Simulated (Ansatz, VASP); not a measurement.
## One calculation of CuI, two programs

Contents of INCAR:

```
ALGO = Normal
EDIFF = 1E-7
ENCUT = 520
GGA = PE
ISIF = 2
ISMEAR = -1
LASPH = T
LCHARG = T
LELF = T
LREAL = F
LVHAR = T
LWAVE = F
NBANDS = 16
NELM = 100
PREC = Accurate
SIGMA = 0.02
```

Contents of KPOINTS:

```
k-points
0
Gamma
  8 8 8
```

File POSCAR:

```
CuI
1.0
    0.0000000000      3.0421493686      3.0421493686
    3.0421493686      0.0000000000      3.0421493686
    3.0421493686      3.0421493686      0.0000000000
Cu I
1 1
Direct
    0.0000000000      0.0000000000      0.0000000000
    0.2500000000      0.2500000000      0.2500000000
```

Input for Ansatz:

```yaml
crystal:
  lattice:
    - [0.0, 3.0421493686, 3.0421493686]
    - [3.0421493686, 0.0, 3.0421493686]
    - [3.0421493686, 3.0421493686, 0.0]
  atoms:
    - { symbol: Cu, position: [0.0, 0.0, 0.0] }
    - { symbol: I, position: [0.25, 0.25, 0.25] }
kpoints:
  mp_grid: { grid: [8, 8, 8] }
  band_path:
    path:
      - [0.0, 0.0, 0.0]
      - [-0.5, -0.5, 0.0]
      - [-0.375, -0.375, 0.25]
      - [-0.375, 0.0, 0.375]
      - [0.0, 0.0, 0.5]
      - [-0.5, -0.25, 0.25]
    npoints: 1
hamiltonian:
  xc: pbe
scf:
  occupations: { method: fermi_dirac, width: 0.02 }
  n_extra_bands: 4
output:
  forces: true
  stress: true
  eigenvalues: true
  write_density: true
  write_potential: true
  elf: true
  volumetric_format: npy
```

Change from the starting cell: hydrostatic strain +1.0%.

Alike in both runs: task single point; functional PBE; k mesh 8 × 8 × 8; occupations fermi-dirac, width 0.02 eV; no spin polarisation.

|  | VASP | Ansatz |
| --- | --- | --- |
| version | VASP 6.6.1 | Ansatz 0.2.0 |
| potentials or method | VASP PAW PBE potentials, release 64 (Cu, I) | plane waves, PAW |
| plane-wave cutoff (eV) | 520 | 420 |
| valence electrons in the cell | 18 | 36 |

VASP gave:

| Quantity | Value |
| --- | --- |
| gap on the k mesh at the Fermi level (eV) | 1.12 |
| pressure (GPa) | -0.1 |

**Question.** What did Ansatz give for the same quantities?

**Answer.** gap on the k mesh at the Fermi level (eV): 1.09; pressure (GPa): -0.1.

VASP's potentials hold 18 valence electrons a cell and Ansatz's 36, so a difference there can come from the potentials and not from the codes.

Spin-orbit coupling is off throughout.
